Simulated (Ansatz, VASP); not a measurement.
SiB2: VASP beside Ansatz

Contents of INCAR:

```
SYSTEM = SiB2
ALGO = Normal
EDIFF = 1E-6
ENCUT = 520
GGA = PE
ISIF = 2
ISMEAR = 0
LASPH = .TRUE.
LCHARG = .FALSE.
LREAL = .FALSE.
LWAVE = .FALSE.
NBANDS = 19
NELM = 60
PREC = Accurate
SIGMA = 0.1
```

KPOINTS

```
k-points
0
G
  4 4 6
  0 0 0
```

The input POSCAR:

```
SiB2
1.0
    2.0857581500     -4.4484894900      0.0000000000
    2.0857581500      4.4484894900      0.0000000000
    0.0000000000      0.0000000000      2.9645398800
Si B
2 4
Direct
    0.0000000000      0.5000000000      0.0000000000
    0.5000000000      0.0000000000      0.0000000000
    0.1019200500      0.3216338200      0.5000000000
    0.8980799500      0.6783661800      0.5000000000
    0.3216338200      0.1019200500      0.5000000000
    0.6783661800      0.8980799500      0.5000000000
```

Input for Ansatz:

```yaml
crystal:
  lattice:
    - [2.08575815, -4.44848949, 0.0]
    - [2.08575815, 4.44848949, 0.0]
    - [0.0, 0.0, 2.96453988]
  atoms:
    - { symbol: Si, position: [0.0, 0.5, 0.0] }
    - { symbol: Si, position: [0.5, 0.0, 0.0] }
    - { symbol: B, position: [0.10192005, 0.32163382, 0.5] }
    - { symbol: B, position: [0.89807995, 0.67836618, 0.5] }
    - { symbol: B, position: [0.32163382, 0.10192005, 0.5] }
    - { symbol: B, position: [0.67836618, 0.89807995, 0.5] }
basis:
  ecutwfc: 420
kpoints:
  mp_grid: { grid: [4, 4, 6] }
hamiltonian:
  xc: pbe
scf:
  occupations: { method: gaussian, width: 0.1 }
  lower_state_search: "off"
output:
  forces: true
  stress: true
  eigenvalues: true
```

Alike in both runs: task single point; functional PBE; k mesh 4 × 4 × 6; occupations gaussian, width 0.1 eV; no spin polarisation.

```csv
,VASP,Ansatz
version,VASP 6.6.1,Ansatz 0.2.0
potentials or method,"VASP PAW PBE potentials, release 64 (Si, B), cutoff 520 eV","scalar-relativistic, plane waves, PAW"
valence electrons in the cell,20,20
```

|  | VASP | Ansatz | Ansatz less VASP |
| --- | --- | --- | --- |
| gap on the k mesh at the Fermi level (eV) | none | none | - |
| rms of the force components (eV/Å) | 1.848 | 1.847 | -0.0004 |

Atom by atom the forces differ by 0.003 eV/Å (rms over components). A gap of «none» marks a metal or a gap that the smearing closes.

The k mesh is coarse, so the values compare programs but aren't converged.
